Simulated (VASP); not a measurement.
# SnO (P4/nmm) in VASP: further runs

SnO is run at these levels: LDA; tasks: single point.

Program: VASP 6.6.1. These are calculated values, not measurements. Logs are shortened: lines on timing, memory, paths and dates and some standing lists are left out, and cuts for length are marked.

**1. The cell of the first run**

It takes space group P4/nmm (No. 129, tetragonal). Conventional cell: a = 3.869 Å, b = 3.869 Å, c = 4.236 Å, α = 90.00°, β = 90.00°, γ = 90.00°. Within 2.9 Å of Sn (site symmetry 4mm) lie 4 O at 2.20 Å. Within 2.9 Å of O (site symmetry -4m2) lie 4 Sn at 2.20 Å and 4 O at 2.74 Å.

**2. Single point, LDA (15.85 Å³/atom)**

Contents of INCAR:

```
SYSTEM = SnO
  PREC = Accurate
  ENCUT = 520
  EDIFF = 1E-6
  ISMEAR = 0
  SIGMA = 0.15
  LREAL = .FALSE.
  LASPH = .TRUE.
  NELM = 100
  ALGO = Normal
  ISIF = 2
  LWAVE = .FALSE.
  LCHARG = .TRUE.
  LELF = .TRUE.
  LVHAR = .TRUE.
  NBANDS = 28
```

Contents of KPOINTS:

```
Automatic mesh
0
G
  12 12 10
  0 0 0
```

Contents of POSCAR:

```
SnO
1.0
    3.8692379994      0.0000000000      0.0000000000
    0.0000000000      3.8692379994      0.0000000000
    0.0000000000      0.0000000000      4.2356548380
Sn O
2 2
Direct
    0.0000000000      0.5000000000      0.2457459271
    0.5000000000      0.0000000000      0.7542540729
    0.0000000000      0.0000000000      0.0000000000
    0.5000000000      0.5000000000      0.0000000000
```

Potentials or basis: VASP PAW LDA potentials, release 64 (Sn_d, O).

On the command line:

```sh
cat potpaw_LDA.64/Sn_d/POTCAR potpaw_LDA.64/O/POTCAR > POTCAR
mpirun -np 1 vasp_std > vasp.out
```

OUTCAR:

```text
SYSTEM = SnO
   PREC = Accurate
   ENCUT = 520
   EDIFF = 1E-6
   ISMEAR = 0
   LREAL = .FALSE.
   LASPH = .TRUE.
   NELM = 100
   ISIF = 2

 ion  position               nearest neighbor table
   1  0.000  0.500  0.246-   3 2.20   4 2.20   3 2.20   4 2.20   2 3.44   2 3.44   2 3.44   2 3.44
                             2 3.48   2 3.48   2 3.48   2 3.48
   2  0.500  0.000  0.754-   3 2.20   4 2.20   4 2.20   3 2.20   1 3.44   1 3.44   1 3.44   1 3.44
                             1 3.48   1 3.48   1 3.48   1 3.48
   3  0.000  0.000  0.000-   1 2.20   2 2.20   1 2.20   2 2.20
   4  0.500  0.500  0.000-   1 2.20   2 2.20   2 2.20   1 2.20

  LATTYP: Found a simple tetragonal cell.
 ALAT       =     3.8692379994
 C/A-ratio  =     1.0947000000

  Lattice vectors:

 A1 = (   3.8692379994,   0.0000000000,   0.0000000000)
 A2 = (   0.0000000000,   3.8692379994,   0.0000000000)
 A3 = (   0.0000000000,   0.0000000000,   4.2356548380)

Analysis of symmetry for initial positions (statically):
=====================================================================
 Subroutine PRICEL returns:
 Original cell was already a primitive cell.

 Routine SETGRP: Setting up the symmetry group for a
 simple tetragonal supercell.

 Subroutine GETGRP returns: Found 16 space group operations
 (whereof  8 operations were pure point group operations)
 out of a pool of 16 trial point group operations.

The static configuration has the point symmetry D_2d.
 The point group associated with its full space group is D_4h.

Analysis of symmetry for dynamics (positions and initial velocities):
=====================================================================
 Subroutine PRICEL returns:
 Original cell was already a primitive cell.

 Routine SETGRP: Setting up the symmetry group for a
 simple tetragonal supercell.

 Subroutine GETGRP returns: Found 16 space group operations
 (whereof  8 operations were pure point group operations)
 out of a pool of 16 trial point group operations.

The dynamic configuration has the point symmetry D_2d.
 The point group associated with its full space group is D_4h.

 Subroutine INISYM returns: Found 16 space group operations
 (whereof  8 operations are pure point group operations),
 and found     1 'primitive' translations

----------------------------------------------------------------------------------------

                                     Primitive cell

  volume of cell :      63.4120

  direct lattice vectors                    reciprocal lattice vectors
     3.869237999  0.000000000  0.000000000     0.258448821  0.000000000  0.000000000
     0.000000000  3.869237999  0.000000000     0.000000000  0.258448821  0.000000000
     0.000000000  0.000000000  4.235654838     0.000000000  0.000000000  0.236091003

  length of vectors
     3.869237999  3.869237999  4.235654838     0.258448821  0.258448821  0.236091003

  position of ions in fractional coordinates (direct lattice)
     0.000000000  0.500000000  0.245745927
     0.500000000  0.000000000  0.754254073
     0.000000000  0.000000000  0.000000000
     0.500000000  0.500000000  0.000000000

  ion indices of the primitive-cell ions
   primitive index   ion index
                 1           1
                 2           2
                 3           3
                 4           4

----------------------------------------------------------------------------------------

 KPOINTS: Automatic mesh

Automatic generation of k-mesh.
 Grid dimensions read from file:
 generate k-points for:   12   12   10

 Generating k-lattice:

  Cartesian coordinates                     Fractional coordinates (reciprocal lattice)
     0.021537402  0.000000000  0.000000000     0.083333333  0.000000000  0.000000000
     0.000000000  0.021537402  0.000000000     0.000000000  0.083333333  0.000000000
     0.000000000  0.000000000  0.023609100     0.000000000  0.000000000  0.100000000

  Length of vectors
     0.021537402  0.021537402  0.023609100

  Shift w.r.t. Gamma in fractional coordinates (k-lattice)
     0.000000000  0.000000000  0.000000000

 Subroutine IBZKPT returns following result:
 ===========================================

 Found    168 irreducible k-points:

 Following reciprocal coordinates:
            Coordinates               Weight
  0.000000  0.000000  0.000000      1.000000
  0.083333  0.000000  0.000000      4.000000
  0.166667  0.000000  0.000000      4.000000
  0.250000  0.000000  0.000000      4.000000
  0.333333  0.000000  0.000000      4.000000
  0.416667  0.000000  0.000000      4.000000
[... 16 lines left out ...]
  0.333333  0.333333  0.000000      4.000000
  0.416667  0.333333  0.000000      8.000000
 [... further k-points ...]
   k-points           NKPTS =    168   k-points in BZ     NKDIM =    168   number of bands    NBANDS=     28
   number of dos      NEDOS =    301   number of ions     NIONS =      4
   total plane-waves  NPLWV =  28800
   dimension x,y,z NGX =    30 NGY =   30 NGZ =   32
   dimension x,y,z NGXF=    60 NGYF=   60 NGZF=   64
   ions per type =               2   2
   NGX,Y,Z   is equivalent  to a cutoff of  12.89, 12.89, 12.56 a.u.
   NGXF,Y,Z  is equivalent  to a cutoff of  25.78, 25.78, 25.12 a.u.
 SYSTEM =  SnO
   PREC   = accura    normal or accurate (medium, high low for compatibility)
   ISTART =      0    job   : 0-new  1-cont  2-samecut
   ICHARG =      2    charge: 1-file 2-atom 10-const
   ISPIN  =      1    spin polarized calculation?
   LNONCOLLINEAR =      F non collinear calculations
   LSORBIT =      F    spin-orbit coupling
   LASPH  =      T    aspherical Exc in radial PAW
   ENCUT  =  520.0 eV  38.22 Ry    6.18 a.u.   7.19  7.19  7.88*2*pi/ulx,y,z
   NELM   =    100;   NELMIN=  2; NELMDL= -5     # of ELM steps
   EDIFF  = 0.1E-05   stopping-criterion for ELM
   LREAL  =      F    real-space projection
   EDIFFG = 0.1E-04   stopping-criterion for IOM
   NSW    =      0    number of steps for IOM
   IBRION =     -1    ionic relax: 0-MD 1-quasi-New 2-CG
   NFREE  =      0    steps in history (QN), initial steepest desc. (CG)
   ISIF   =      2    stress and relaxation
   ISYM   =      2    0-nonsym 1-usesym 2-fastsym
   POTIM  = 0.5000    time-step for ionic-motion
   TEBEG  =    0.0;   TEEND  =   0.0 temperature during run
   PSTRESS=    0.0 pullay stress
   NELECT =      40.0000    total number of electrons
   NUPDOWN=      -1.0000    fix difference up-down
   EMIN   =  10.00;   EMAX   =-10.00  energy-range for DOS
   EFERMI =   0.00;   METHOD = LEGACY
   ISMEAR =     0;   SIGMA  =   0.15  broadening in eV -4-tet -1-fermi 0-gaus
   EFERMI_NEDOS =   21; number of points for ismear=-14 and -15
   IALGO  =     38    algorithm
   IMIX   =      4    mixing-type and parameters
     AMIX     =   0.40;   BMIX     =  1.00
     AMIX_MAG =   1.60;   BMIX_MAG =  1.00
  volume/ion in A,a.u.               =      15.85       106.98
  Fermi-wavevector in a.u.,A,eV,Ry     =   1.404013  2.653199 26.820504  1.971251
  Thomas-Fermi vector in A             =   2.526617
   LORBIT       =      0    0 simple, 1 ext, 2 COOP (PROOUT), +10 PAW based schemes
   GGA     = CA    functional components
   LHFCALC =     F    Hartree Fock is set to
   AEXX    =    0.0000 exact exchange contribution
   IVDW    =     0    specifies the selected vdW correction
   LEPSILON=     F    determine dielectric tensor
   LRPA    =     F    only Hartree local field effects (RPA)
 non-spin polarized calculation
 Gauss-broadening in eV      SIGMA  =   0.15
  energy-cutoff  :      520.00
  volume of cell :       63.41
 maximum number of plane-waves:      1732
 NGX is ok and might be reduce to    30
   NGX = 15   NGY = 15   NGZ = 15

 number of electron      39.9999990 magnetization

 Free energy of the ion-electron system (eV)
  ---------------------------------------------------
  ext. energy  EPLUGINS =         0.00000000
  ---------------------------------------------------
  free energy    TOTEN  =       -25.57338472 eV

  energy without entropy =      -25.57306142  energy(sigma->0) =      -25.57322307

 E-fermi :   7.9077     XC(G=0): -11.2336

 val. band max:        7.7107399126   @ k =   0.1667   0.1667   0.0000
 cond. band min:       7.9736336210   @ k =   0.5000   0.5000   0.0000
 fundamental gap:      0.2628937084
 Fermi energy:         7.9076728214

 k-point     1 :       0.0000    0.0000    0.0000
  band No.  band energies     occupation
      1     -14.0391      2.00000
      2     -13.4954      2.00000
      3     -13.4954      2.00000
      4     -13.4427      2.00000
      5     -13.4182      2.00000
      6     -13.4167      2.00000
[... 20 lines left out ...]
     27      15.1361      0.00000
     28      15.2469      0.00000

 k-point     2 :       0.0833    0.0000    0.0000
  band No.  band energies     occupation
      1     -14.0326      2.00000
      2     -13.4926      2.00000
      3     -13.4924      2.00000
      4     -13.4393      2.00000
      5     -13.4325      2.00000
      6     -13.4178      2.00000
[... 20 lines left out ...]
     27      15.2339      0.00000
     28      15.6651      0.00000

 k-point     3 :       0.1667    0.0000    0.0000
  band No.  band energies     occupation
      1     -14.0138      2.00000
      2     -13.5045      2.00000
      3     -13.4844      2.00000
      4     -13.4833      2.00000
      5     -13.4294      2.00000
      6     -13.4167      2.00000
[... 20 lines left out ...]
     27      15.2756      0.00000
     28      16.7713      0.00000

 k-point     4 :       0.2500    0.0000    0.0000
  band No.  band energies     occupation
      1     -13.9842      2.00000
      2     -13.5947      2.00000
      3     -13.4716      2.00000
      4     -13.4689      2.00000
      5     -13.4147      2.00000
      6     -13.4137      2.00000
[... 20 lines left out ...]
     27      15.3854      0.00000
     28      17.9712      0.00000

 k-point     5 :       0.3333    0.0000    0.0000
  band No.  band energies     occupation
      1     -13.9452      2.00000
      2     -13.6852      2.00000
      3     -13.4555      2.00000
      4     -13.4510      2.00000
      5     -13.4127      2.00000
      6     -13.3937      2.00000
[... 20 lines left out ...]
     27      15.5819      0.00000
     28      17.7112      0.00000

 k-point     6 :       0.4167    0.0000    0.0000
  band No.  band energies     occupation
      1     -13.8967      2.00000
      2     -13.7673      2.00000
      3     -13.4380      2.00000
      4     -13.4321      2.00000
      5     -13.4137      2.00000
      6     -13.4005      2.00000
[... 463 lines left out ...]
      5     -13.4097      2.00000
      6     -13.4067      2.00000
[... 20 lines left out ...]
     27      16.4719      0.00000
     28      17.0424      0.00000

 k-point    22 :       0.5000    0.2500    0.0000
  band No.  band energies     occupation
      1     -13.8685      2.00000
      2     -13.8685      2.00000
      3     -13.4256      2.00000
      4     -13.4256      2.00000
      5     -13.4089      2.00000
      6     -13.4089      2.00000
[... 20 lines left out ...]
     27      16.7676      0.00000
     28      16.7676      0.00000

 k-point    23 :       0.3333    0.3333    0.0000
  band No.  band energies     occupation
      1     -13.9226      2.00000
      2     -13.8132      2.00000
      3     -13.4475      2.00000
      4     -13.4157      2.00000
      5     -13.4094      2.00000
      6     -13.3977      2.00000
[... 20 lines left out ...]
     27      16.3435      0.00000
     28      17.2508      0.00000

 k-point    24 :       0.4167    0.3333    0.0000
  band No.  band energies     occupation
      1     -13.9084      2.00000
      2     -13.8540      2.00000
      3     -13.4269      2.00000
      4     -13.4175      2.00000
      5     -13.4135      2.00000
      6     -13.3990      2.00000
[... 20 lines left out ...]
     27      16.5725      0.00000
     28      17.0801      0.00000

 [... further k-points ...]
[... 5 lines left out ...]
  --------------------------------------------------------------------------------------
  -------------------------------------------------------------------------------------
  Total        0.1516103      0.1516103      3.0527130      0.0000000      0.0000000      0.0000000
  in kB        3.8306086      3.8306086     77.1303157      0.0000000      0.0000000      0.0000000
  external PRESSURE =      28.2638443 kB  Pullay stress =       0.0000000 kB

 VOLUME and BASIS-vectors are now :
 -----------------------------------------------------------------------------
  energy-cutoff  :      520.00
  volume of cell :       63.41
      direct lattice vectors                 reciprocal lattice vectors
     3.869237999  0.000000000  0.000000000     0.258448821  0.000000000  0.000000000
     0.000000000  3.869237999  0.000000000     0.000000000  0.258448821  0.000000000
     0.000000000  0.000000000  4.235654838     0.000000000  0.000000000  0.236091003

 POSITION                                       TOTAL-FORCE (eV/Angst)
 -----------------------------------------------------------------------------------
      0.00000      1.93462      1.04089        -0.000000      0.000000      0.943135
      1.93462      0.00000      3.19476         0.000000     -0.000000     -0.943135
      0.00000      0.00000      0.00000        -0.000000      0.000000      0.000000
      1.93462      1.93462      0.00000        -0.000000     -0.000000      0.000000
 -----------------------------------------------------------------------------------
    total drift:                                0.000000      0.000000      0.000000

  FREE ENERGIE OF THE ION-ELECTRON SYSTEM (eV)
  ---------------------------------------------------
  free  energy   TOTEN  =       -25.5733847216 eV

  energy  without entropy=      -25.5730614200  energy(sigma->0) =      -25.57322307
```

Run time: 2.3 min. Hardware: 1 thread of Intel Xeon 6975P-C (Granite Rapids), shared host; peak memory 0.33 GiB.

Results:

```yaml
Free_energy: -25.5734 eV
Pressure: 2.8 GPa
Largest_force: 0.943 eV/Å
Band_gap_on_the_k_mesh: 0.26 eV (least direct gap 1.46 eV)
```

Forces on the atoms (eV/Å):
```
Sn   0.000  0.000  0.943
Sn   0.000  0.000 -0.943
O    0.000  0.000  0.000
O    0.000  0.000  0.000
```

Stress tensor (GPa, compression positive):
```
0.38 0.00 0.00
0.00 0.38 0.00
0.00 0.00 7.71
```

Caveat: the stress differs along the axes, from 0 to 8 GPa; semilocal functionals underestimate gaps, and a narrow one can read as zero; spin-orbit coupling is left out, which moves the levels of the heavy elements.

**3. Single point, LDA (16.51 Å³/atom)**

This run uses another cell than the first one, of 16.51 Å³/atom.

Contents of INCAR:

```
SYSTEM = SnO
  PREC = Accurate
  ENCUT = 520
  EDIFF = 1E-7
  ISMEAR = 0
  SIGMA = 0.15
  LREAL = .False.
  LASPH = .True.
  NELM = 100
  ALGO = Normal
  ISIF = 2
  LWAVE = .False.
  LCHARG = .False.
  GGA = CA
  NBANDS = 28
```

Contents of KPOINTS:

```
regular mesh
0
Gamma
  12 12 10
  0 0 0
```

Contents of POSCAR:

```
SnO
1.0
    4.0024904045      0.0000000000      0.0000000000
    0.0000000000      4.0024904045      0.0000000000
    0.0000000000      0.0000000000      4.1233656147
Sn O
2 2
Direct
    0.0000000000      0.5000000000      0.2457459271
    0.5000000000      0.0000000000      0.7542540729
    0.0000000000      0.0000000000      0.0000000000
    0.5000000000      0.5000000000      0.0000000000
```

Potentials or basis: VASP PAW LDA potentials, release 64 (Sn_d, O).

On the command line:

```sh
cat potpaw_LDA.64/Sn_d/POTCAR potpaw_LDA.64/O/POTCAR > POTCAR
mpirun -np 1 vasp_std > vasp.out
```

OUTCAR:

```text
SYSTEM = SnO
   PREC = Accurate
   ENCUT = 520
   EDIFF = 1E-7
   ISMEAR = 0
   LREAL = .False.
   LASPH = .True.
   NELM = 100
   ISIF = 2
   GGA = CA

 ion  position               nearest neighbor table
   1  0.000  0.500  0.246-   3 2.24   4 2.24   3 2.24   4 2.24   2 3.48   2 3.48   2 3.48   2 3.48
                             2 3.52   2 3.52   2 3.52   2 3.52
   2  0.500  0.000  0.754-   3 2.24   4 2.24   4 2.24   3 2.24   1 3.48   1 3.48   1 3.48   1 3.48
                             1 3.52   1 3.52   1 3.52   1 3.52
   3  0.000  0.000  0.000-   1 2.24   2 2.24   1 2.24   2 2.24
   4  0.500  0.500  0.000-   1 2.24   2 2.24   2 2.24   1 2.24

[... 949 lines left out ...]
  -------------------------------------------------------------------------------------
  Total       -2.5804420     -2.5804420      1.8517953      0.0000000     -0.0000000      0.0000000
  in kB      -62.5881673    -62.5881673     44.9149701      0.0000000     -0.0000000      0.0000000
  external PRESSURE =     -26.7537881 kB  Pullay stress =       0.0000000 kB

 VOLUME and BASIS-vectors are now :
 -----------------------------------------------------------------------------
  energy-cutoff  :      520.00
  volume of cell :       66.06
      direct lattice vectors                 reciprocal lattice vectors
     4.002490404  0.000000000  0.000000000     0.249844447  0.000000000  0.000000000
     0.000000000  4.002490404  0.000000000     0.000000000  0.249844447  0.000000000
     0.000000000  0.000000000  4.123365615     0.000000000  0.000000000  0.242520333

 POSITION                                       TOTAL-FORCE (eV/Angst)
 -----------------------------------------------------------------------------------
      0.00000      2.00125      1.01330        -0.000000      0.000000      0.421903
      2.00125      0.00000      3.11007        -0.000000      0.000000     -0.421903
      0.00000      0.00000      0.00000        -0.000000      0.000000     -0.000000
      2.00125      2.00125      0.00000         0.000000     -0.000000     -0.000000
 -----------------------------------------------------------------------------------
    total drift:                                0.000000      0.000000      0.000000

  FREE ENERGIE OF THE ION-ELECTRON SYSTEM (eV)
  ---------------------------------------------------
  free  energy   TOTEN  =       -25.4248311981 eV

  energy  without entropy=      -25.4248227130  energy(sigma->0) =      -25.42482696
```

Wall time 2.6 min (1 thread of Intel Xeon 6975P-C (Granite Rapids), shared host); peak memory 0.34 GiB.

What came out:

```yaml
Free_energy: -25.4248 eV
Pressure: -2.7 GPa
Largest_force: 0.422 eV/Å
Band_gap_on_the_k_mesh: 0.64 eV (least direct gap 1.32 eV)
```

Forces on the atoms (eV/Å):
```
Sn   0.000  0.000  0.422
Sn   0.000  0.000 -0.422
O    0.000  0.000  0.000
O    0.000  0.000  0.000
```

Caveat: the stress differs along the axes, from -6 to 4 GPa; semilocal functionals underestimate gaps, and a narrow one can read as zero; spin-orbit coupling is left out, which moves the levels of the heavy elements.

(Part 1 of 2 ends here.)
